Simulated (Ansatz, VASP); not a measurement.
# One calculation of Mg, two programs

The input INCAR:

```
SYSTEM = Mg
  PREC = Accurate
  ENCUT = 600
  EDIFF = 1E-6
  ISMEAR = -1
  SIGMA = 0.05
  LREAL = .False.
  LASPH = .True.
  NELM = 120
  ALGO = Normal
  ISIF = 2
  LWAVE = .False.
  LCHARG = .False.
  GGA = PE
  NBANDS = 7
  GGA_COMPAT = .False.
```

KPOINTS

```
Automatic mesh
0
Gamma
  17 17 17
  0 0 0
```

File POSCAR:

```
Mg
1.0
   -1.6615594771      1.6615594771      1.6615594771
    1.6615594771     -1.6615594771      1.6615594771
    1.6615594771      1.6615594771     -1.6615594771
Mg
1
Direct
    0.0000000000      0.0000000000      0.0000000000
```

Input for Ansatz:

```yaml
crystal:
  lattice:
    - [-1.6615594771, 1.6615594771, 1.6615594771]
    - [1.6615594771, -1.6615594771, 1.6615594771]
    - [1.6615594771, 1.6615594771, -1.6615594771]
  atoms:
    - { symbol: Mg, position: [0.0, 0.0, 0.0] }
kpoints:
  mp_grid: { grid: [17, 17, 17] }
scf:
  occupations: { method: fermi_dirac, width: 0.05 }
hamiltonian:
  xc: pbe
  pseudopotentials: { kind: all_electron, lapw: { basis_error: 0.001 } }
output:
  forces: true
  stress: true
  eigenvalues: true
  populations: true
```

Change from the starting cell: volume scaled by 0.8, LAPW.

Alike in both runs: task single point; functional PBE; k mesh 17 × 17 × 17; occupations fermi-dirac, width 0.05 eV; no spin polarisation.

|  | VASP | Ansatz |
| --- | --- | --- |
| version | VASP 6.6.1 | Ansatz 0.2.0 |
| potentials or method | VASP PAW PBE potentials, release 64 (Mg), cutoff 600 eV | all-electron LAPW, scalar-relativistic |

```tsv
	VASP	Ansatz	Ansatz less VASP
pressure (GPa)	12.1	12.1	+0.03
```

Ansatz ran all-electron here, and VASP with PAW potentials.
